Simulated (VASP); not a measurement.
# LaNbN4 (C2/c) in VASP: single point with LDA

Aim: the single point of LaNbN4 with LDA.

Everything below comes from runs of VASP 6.6.1. Logs are shortened: lines on timing, memory, paths and dates and some standing lists are left out, and cuts for length are marked.

## (1) The cell of the first run

Symmetry: C2/c, No. 15, monoclinic system. The conventional cell has a = 7.232 Å, b = 10.357 Å, c = 5.129 Å, α = 90.00°, β = 133.96°, γ = 90.00°. N (site symmetry 1) has 1 N at 1.24 Å within 1.7 Å. Within 2.8 Å of N (site symmetry 1) lie 2 Nb at 1.96 to 1.98 Å and 2 La at 2.30 to 2.32 Å and 6 N at 2.51 to 2.71 Å. Nb (site symmetry 2) has 8 N at 1.96 to 2.29 Å within 2.6 Å. La (site symmetry 2) has 8 N at 2.30 to 2.67 Å within 3.0 Å.

## (2) Single point, LDA

File INCAR:

```
PREC = Accurate
ENCUT = 520
EDIFF = 1E-6
ISMEAR = -1
SIGMA = 0.0163
LREAL = False
LASPH = True
NELM = 100
ALGO = Normal
ISIF = 2
LWAVE = False
LCHARG = True
GGA = CA
LELF = True
LVHAR = True
NBANDS = 56
```

File KPOINTS:

```
regular mesh
0
Gamma
  4 4 4
```

File POSCAR:

```
LaNbN4
1.0
   -0.2287974933      0.0000002208      5.1235602468
    5.2056982566      0.0000000031      0.1241925129
    2.4884503838      5.1785072064      2.6238761568
N Nb La
8 2 2
Direct
    0.1211654090      1.0038318069      0.5000127746
    0.8788218163      0.4961554185      0.5000127746
    0.8788345910     -0.0038318069      0.4999872254
    0.1211781837      0.5038445815      0.4999872254
   -0.0054182182      0.2373939709      0.0070768266
    0.4983413916      0.7555292025      0.0070768266
    1.0054182182      0.7626060291      0.9929231734
    0.5016586084      0.2444707975      0.9929231734
    0.1711502766      0.9211502766      0.1576994469
    0.8288497234      0.0788497234      0.8423005531
    0.6173984200      0.3673984200      0.2652031600
    0.3826015800      0.6326015800      0.7347968400
```

Potentials or basis: VASP PAW LDA potentials, release 64 (N, Nb_sv, La).

Run with:

```
$ cat potpaw_LDA.64/N/POTCAR potpaw_LDA.64/Nb_sv/POTCAR potpaw_LDA.64/La/POTCAR > POTCAR
$ mpirun -np 1 vasp_std > vasp.out
```

OUTCAR:

```text
PREC = Accurate
   ENCUT = 520
   EDIFF = 1E-6
   ISMEAR = -1
   LREAL = False
   LASPH = True
   NELM = 100
   ISIF = 2
   GGA = CA

 ion  position               nearest neighbor table
   1  0.121  0.004  0.500-   3 1.24  10 2.28   9 2.29  11 2.61  12 2.67
   2  0.879  0.496  0.500-   4 1.24  10 2.28   9 2.29  11 2.61  12 2.67
   3  0.879  0.996  0.500-   1 1.24   9 2.28  10 2.29  12 2.61  11 2.67
   4  0.121  0.504  0.500-   2 1.24   9 2.28  10 2.29  12 2.61  11 2.67
   5  0.995  0.237  0.007-  10 1.96   9 1.98  11 2.30  12 2.32
   6  0.498  0.756  0.007-  10 1.96   9 1.98  11 2.30  12 2.32
   7  0.005  0.763  0.993-   9 1.96  10 1.98  12 2.30  11 2.32
   8  0.502  0.244  0.993-   9 1.96  10 1.98  12 2.30  11 2.32
   9  0.171  0.921  0.158-   8 1.96   7 1.96   6 1.98   5 1.98   3 2.28   4 2.28   1 2.29   2 2.29
                            10 3.04  10 3.04
  10  0.829  0.079  0.842-   6 1.96   5 1.96   8 1.98   7 1.98   1 2.28   2 2.28   3 2.29   4 2.29
                             9 3.04   9 3.04
  11  0.617  0.367  0.265-   5 2.30   6 2.30   8 2.32   7 2.32   2 2.61   1 2.61   4 2.67   3 2.67
                            12 3.56  12 3.56
  12  0.383  0.633  0.735-   7 2.30   8 2.30   6 2.32   5 2.32   4 2.61   3 2.61   2 2.67   1 2.67
                            11 3.56  11 3.56

  LATTYP: Found a base centered monoclinic cell.
 ALAT       =     7.2324581046
 B/A-ratio  =     1.4320185529
 C/A-ratio  =     0.7091180086
 COS(beta)  =    -0.6941624934

  Lattice vectors:

 A1 = (  -2.4884503795,   5.1785069825,  -2.6238766029)
 A2 = (  -2.4884503838,  -5.1785072064,  -2.6238761568)
 A3 = (  -0.2287974933,   0.0000002208,   5.1235602468)

Analysis of symmetry for initial positions (statically):
=====================================================================
 Subroutine PRICEL returns:
 Original cell was already a primitive cell.

 Routine SETGRP: Setting up the symmetry group for a
 base centered monoclinic supercell.

 Subroutine GETGRP returns: Found  4 space group operations
 (whereof  2 operations were pure point group operations)
 out of a pool of  4 trial point group operations.

The static configuration has the point symmetry S_2 .
 The point group associated with its full space group is C_2h.

Analysis of symmetry for dynamics (positions and initial velocities):
=====================================================================
 Subroutine PRICEL returns:
 Original cell was already a primitive cell.

 Routine SETGRP: Setting up the symmetry group for a
 base centered monoclinic supercell.

 Subroutine GETGRP returns: Found  4 space group operations
 (whereof  2 operations were pure point group operations)
 out of a pool of  4 trial point group operations.

The dynamic configuration has the point symmetry S_2 .
 The point group associated with its full space group is C_2h.

 Subroutine INISYM returns: Found  4 space group operations
 (whereof  2 operations are pure point group operations),
 and found     1 'primitive' translations

----------------------------------------------------------------------------------------

                                     Primitive cell

  volume of cell :     138.2668

  direct lattice vectors                    reciprocal lattice vectors
    -0.228797493  0.000000221  5.123560247    -0.004651383 -0.096552915  0.194969074
     5.205698257  0.000000003  0.124192513     0.191892754 -0.096552923  0.008569159
     2.488450384  5.178507206  2.623876157     0.000000000  0.193105847 -0.000000008

  length of vectors
     5.128666288  5.207179478  6.316173548     0.217616729  0.214985410  0.193105847

  position of ions in fractional coordinates (direct lattice)
     0.121165409  0.003831807  0.500012775
     0.878821816  0.496155419  0.500012775
     0.878834591  0.996168193  0.499987225
     0.121178184  0.503844581  0.499987225
     0.994581782  0.237393971  0.007076827
     0.498341392  0.755529202  0.007076827
     0.005418218  0.762606029  0.992923173
     0.501658608  0.244470798  0.992923173
     0.171150277  0.921150277  0.157699447
     0.828849723  0.078849723  0.842300553
     0.617398420  0.367398420  0.265203160
     0.382601580  0.632601580  0.734796840

  ion indices of the primitive-cell ions
   primitive index   ion index
                 1           1
                 2           2
                 3           3
                 4           4
                 5           5
                 6           6
                 7           7
                 8           8
                 9           9
                10          10
                11          11
                12          12

----------------------------------------------------------------------------------------

 KPOINTS: regular mesh

Automatic generation of k-mesh.
 Grid dimensions read from file:
 generate k-points for:    4    4    4

 Generating k-lattice:

  Cartesian coordinates                     Fractional coordinates (reciprocal lattice)
    -0.001162846 -0.024138229  0.048742268     0.250000000  0.000000000  0.000000000
     0.047973188 -0.024138231  0.002142290     0.000000000  0.250000000  0.000000000
     0.000000000  0.048276462 -0.000000002     0.000000000  0.000000000  0.250000000

  Length of vectors
     0.054404182  0.053746353  0.048276462

  Shift w.r.t. Gamma in fractional coordinates (k-lattice)
     0.000000000  0.000000000  0.000000000

 Subroutine IBZKPT returns following result:
 ===========================================

 Found     24 irreducible k-points:

 Following reciprocal coordinates:
            Coordinates               Weight
  0.000000  0.000000  0.000000      1.000000
  0.250000  0.000000  0.000000      4.000000
  0.500000  0.000000  0.000000      2.000000
  0.000000  0.250000 -0.000000      4.000000
  0.250000  0.250000  0.000000      4.000000
  0.500000  0.250000 -0.000000      4.000000
[... 16 lines left out ...]
 -0.250000  0.250000  0.500000      2.000000
  0.500000  0.500000  0.500000      1.000000
   k-points           NKPTS =     24   k-points in BZ     NKDIM =     24   number of bands    NBANDS=     56
   number of dos      NEDOS =    301   number of ions     NIONS =     12
   total plane-waves  NPLWV =  76800
   dimension x,y,z NGX =    40 NGY =   40 NGZ =   48
   dimension x,y,z NGXF=    80 NGYF=   80 NGZF=   96
   ions per type =               8   2   2
   NGX,Y,Z   is equivalent  to a cutoff of  12.97, 12.77, 12.63 a.u.
   NGXF,Y,Z  is equivalent  to a cutoff of  25.93, 25.54, 25.27 a.u.
 SYSTEM =  unknown system
   PREC   = accura    normal or accurate (medium, high low for compatibility)
   ISTART =      0    job   : 0-new  1-cont  2-samecut
   ICHARG =      2    charge: 1-file 2-atom 10-const
   ISPIN  =      1    spin polarized calculation?
   LNONCOLLINEAR =      F non collinear calculations
   LSORBIT =      F    spin-orbit coupling
   LASPH  =      T    aspherical Exc in radial PAW
   ENCUT  =  520.0 eV  38.22 Ry    6.18 a.u.   9.54  9.68 11.74*2*pi/ulx,y,z
   NELM   =    100;   NELMIN=  2; NELMDL= -5     # of ELM steps
   EDIFF  = 0.1E-05   stopping-criterion for ELM
   LREAL  =      F    real-space projection
   EDIFFG = 0.1E-04   stopping-criterion for IOM
   NSW    =      0    number of steps for IOM
   IBRION =     -1    ionic relax: 0-MD 1-quasi-New 2-CG
   NFREE  =      0    steps in history (QN), initial steepest desc. (CG)
   ISIF   =      2    stress and relaxation
   ISYM   =      2    0-nonsym 1-usesym 2-fastsym
   POTIM  = 0.5000    time-step for ionic-motion
   TEBEG  =    0.0;   TEEND  =   0.0 temperature during run
   PSTRESS=    0.0 pullay stress
   NELECT =      88.0000    total number of electrons
   NUPDOWN=      -1.0000    fix difference up-down
   EMIN   =  10.00;   EMAX   =-10.00  energy-range for DOS
   EFERMI =   0.00;   METHOD = LEGACY
   ISMEAR =    -1;   SIGMA  =   0.02  broadening in eV -4-tet -1-fermi 0-gaus
   EFERMI_NEDOS =   21; number of points for ismear=-14 and -15
   IALGO  =     38    algorithm
   IMIX   =      4    mixing-type and parameters
     AMIX     =   0.40;   BMIX     =  1.00
     AMIX_MAG =   1.60;   BMIX_MAG =  1.00
  volume/ion in A,a.u.               =      11.52        77.76
  Fermi-wavevector in a.u.,A,eV,Ry     =   1.408196  2.661105 26.980570  1.983016
  Thomas-Fermi vector in A             =   2.530378
   LORBIT       =      0    0 simple, 1 ext, 2 COOP (PROOUT), +10 PAW based schemes
   GGA     = CA    functional components
   LHFCALC =     F    Hartree Fock is set to
   AEXX    =    0.0000 exact exchange contribution
   IVDW    =     0    specifies the selected vdW correction
   LEPSILON=     F    determine dielectric tensor
   LRPA    =     F    only Hartree local field effects (RPA)
 non-spin polarized calculation
  energy-cutoff  :      520.00
  volume of cell :      138.27
 maximum number of plane-waves:      3748
 NGX is ok and might be reduce to    40
   NGX = 19   NGY = 19   NGZ = 23

 number of electron      87.9999997 magnetization

 Free energy of the ion-electron system (eV)
  ---------------------------------------------------
  ext. energy  EPLUGINS =         0.00000000
  ---------------------------------------------------
  free energy    TOTEN  =      -115.04702844 eV

  energy without entropy =     -115.04497225  energy(sigma->0) =     -115.04600034

 E-fermi :   9.8455     XC(G=0): -12.1876

 val. band max:        9.7901744797   @ k =   0.0000   0.5000  -0.0000
 cond. band min:       9.8669065842   @ k =   0.5000   0.2500   0.2500
 fundamental gap:      0.0767321045
 Fermi energy:         9.8455322448

 k-point     1 :       0.0000    0.0000    0.0000
  band No.  band energies     occupation
      1     -45.5529      2.00000
      2     -45.4832      2.00000
      3     -22.2107      2.00000
      4     -22.1780      2.00000
      5     -22.1116      2.00000
      6     -21.9795      2.00000
[... 1405 lines left out ...]
     55      13.5160      0.00000
     56      13.5293      0.00000

------------------------ aborting loop because EDIFF is reached ----------------------------------------

  FORCE on cell =-STRESS in cart. coord.  units (eV):
  Direction    XX          YY          ZZ          XY          YZ          ZX
  --------------------------------------------------------------------------------------
  -------------------------------------------------------------------------------------
  Total       17.3168886     17.2691859     18.3158208     -0.0000000      0.0000000      0.0017370
  in kB      200.6608274    200.1080687    212.2360334     -0.0000000      0.0000005      0.0201278
  external PRESSURE =     204.3349765 kB  Pullay stress =       0.0000000 kB

 VOLUME and BASIS-vectors are now :
 -----------------------------------------------------------------------------
  energy-cutoff  :      520.00
  volume of cell :      138.27
      direct lattice vectors                 reciprocal lattice vectors
    -0.228797493  0.000000221  5.123560247    -0.004651383 -0.096552915  0.194969074
     5.205698257  0.000000003  0.124192513     0.191892754 -0.096552923  0.008569159
     2.488450384  5.178507206  2.623876157     0.000000000  0.193105847 -0.000000008

 POSITION                                       TOTAL-FORCE (eV/Angst)
 -----------------------------------------------------------------------------------
      1.23648      2.58932      1.93325        -0.005084     -0.000290      0.425878
      3.62602      2.58932      5.87629         0.005084     -0.000290     -0.425878
      6.22887      2.58919      5.93838         0.005084      0.000290     -0.425878
      3.83933      2.58919      1.99534        -0.005084      0.000290      0.425878
      1.02585      0.03665      5.14385         0.016999      0.002558      0.000852
      3.83665      0.03665      2.66568        -0.016999      0.002558     -0.000852
      6.43950      5.14186      2.72778        -0.016999     -0.002558     -0.000852
      3.62870      5.14186      5.20595         0.016999     -0.002558      0.000852
      5.14850      0.81665      1.40508        -0.000000     -0.001339      0.000000
      2.31685      4.36186      6.46655         0.000000      0.001339     -0.000000
      2.43125      1.37336      3.90477         0.000000      0.025694     -0.000000
      5.03410      3.80515      3.96686        -0.000000     -0.025694      0.000000
 -----------------------------------------------------------------------------------
    total drift:                               -0.000000     -0.000000     -0.000000

  FREE ENERGIE OF THE ION-ELECTRON SYSTEM (eV)
  ---------------------------------------------------
  free  energy   TOTEN  =      -115.0470284376 eV

  energy  without entropy=     -115.0449722455  energy(sigma->0) =     -115.04600034
```

Wall time 2.2 min (1 thread of AMD EPYC 9R45 (Zen 5), shared host); peak memory 0.28 GiB.

What came out:

| Property | Result |
| --- | --- |
| Free energy | -115.0470 eV |
| Pressure | 20.4 GPa |
| Largest force | 0.426 eV/Å |
| Band gap on the k mesh | zero (bands 44 and 45 overlap by 0.31 eV) |

Forces on the atoms (eV/Å):
```
N   -0.005  0.000  0.426
N    0.005  0.000 -0.426
N    0.005  0.000 -0.426
N   -0.005  0.000  0.426
N    0.017  0.003  0.001
N   -0.017  0.003 -0.001
N   -0.017 -0.003 -0.001
N    0.017 -0.003  0.001
Nb   0.000 -0.001  0.000
Nb   0.000  0.001  0.000
La   0.000  0.026  0.000
La   0.000 -0.026  0.000
```

Levels at points of the mesh, in eV from the Fermi level:
```tsv
k point	band 42	band 43	band 44	band 45	band 46	band 47
(0.00, 0.00, 0.00)	-1.39	-1.23	-0.30	0.32	1.19	1.39
(0.50, 0.00, 0.00)	-1.10	-0.96	-0.74	0.71	1.34	1.77
(0.00, 0.50, 0.00)	-1.27	-0.31	-0.06	0.43	0.78	1.26
(0.50, 0.50, 0.00)	-1.62	-0.99	-0.99	0.24	0.24	1.71
(0.00, 0.00, 0.50)	-1.41	-0.48	-0.26	-0.06	1.35	1.64
(0.50, 0.50, 0.50)	-1.60	-1.09	-1.09	0.16	0.16	1.77
```

Caveat: the standard files for N, O and F lose accuracy on very short bonds; the cell stands under pressure; spin-orbit coupling is left out, which moves the levels of the heavy elements.
